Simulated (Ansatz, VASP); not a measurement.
# Pd in VASP and in Ansatz

INCAR

```
SYSTEM = Pd
PREC = Accurate
ENCUT = 520
EDIFF = 1E-6
ISMEAR = -1
SIGMA = 0.05
LREAL = .False.
LASPH = .True.
NELM = 100
ALGO = Normal
ISIF = 2
LWAVE = .False.
LCHARG = .False.
NBANDS = 11
```

KPOINTS

```
regular mesh
0
Gamma
  18 18 18
  0 0 0
```

Contents of POSCAR:

```
Pd
1.0
    0.0000000000      1.9513615093      1.9513615093
    1.9513615093      0.0000000000      1.9513615093
    1.9513615093      1.9513615093      0.0000000000
Pd
1
Direct
    0.0000000000      0.0000000000      0.0000000000
```

Input for Ansatz:

```yaml
crystal:
  lattice:
    - [0.0, 1.9513615093, 1.9513615093]
    - [1.9513615093, 0.0, 1.9513615093]
    - [1.9513615093, 1.9513615093, 0.0]
  atoms:
    - { symbol: Pd, position: [0.0, 0.0, 0.0] }
kpoints:
  mp_grid: { grid: [18, 18, 18] }
  band_path:
    path:
      - [0.0, 0.0, 0.0]
      - [0.5, 0.0, 0.5]
      - [0.625, 0.25, 0.625]
      - [0.375, 0.375, 0.75]
      - [0.0, 0.0, 0.0]
      - [0.5, 0.5, 0.5]
      - [0.5, 0.25, 0.75]
      - [0.5, 0.0, 0.5]
    npoints: 5
scf:
  occupations: { method: fermi_dirac, width: 0.05 }
hamiltonian:
  xc: lda
  pseudopotentials: { kind: all_electron, lapw: { basis_error: 0.00025 } }
output:
  forces: true
  stress: true
  eigenvalues: true
```

Change from the starting cell: volume scaled by 1.01.

Alike in both runs: task single point; functional LDA; k mesh 18 × 18 × 18; occupations fermi-dirac, width 0.05 eV; no spin polarisation.

```csv
,VASP,Ansatz
version,VASP 6.6.1,Ansatz 0.2.0
potentials or method,"VASP PAW LDA potentials, release 64 (Pd), cutoff 520 eV","all-electron LAPW, scalar-relativistic"
```

VASP gave:

* pressure (GPa): -9.5

Task: What did Ansatz give for the same quantities?

Result: Pressure (GPa): -9.8.

LDA's correlation is that of Perdew and Zunger in VASP and of Perdew and Wang (1992) in Ansatz. Ansatz ran all-electron here, and VASP with PAW potentials.
